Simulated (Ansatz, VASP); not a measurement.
# Two plane-wave programs on SiNi

```
Si Ni
1.0
     2.62822    0.00000    0.00000
     0.00000    2.62822    0.00000
     0.00000    0.00000    3.27905
Si Ni
1 1
Direct
  0.00000 0.00000 0.00000
  0.50000 0.50000 0.50000
```

Alike in both runs: functional PBE; k mesh 6 × 6 × 6; occupations gaussian, width 0.1 eV; no spin polarisation.

Ansatz relaxed the structure, and its values are those at the end. VASP's run is a single point on that final structure, the one shown.

```csv
,VASP,Ansatz
version,VASP 6.6.1,Ansatz 0.2.0
potentials or method,"VASP PAW PBE potentials, release 64 (Si, Ni), cutoff 520 eV","scalar-relativistic, plane waves, PAW"
valence electrons in the cell,14,22
```

```tsv
	VASP	Ansatz	Ansatz less VASP
gap on the k mesh at the Fermi level (eV)	none	none	-
pressure (GPa)	0.2	0.1	-0.14
```

A gap of «none» marks a metal or a gap that the smearing closes. VASP's potentials hold 14 valence electrons a cell and Ansatz's 22, so a difference there can come from the potentials and not from the codes.

The k mesh is coarse, so the values compare programs but aren't converged.
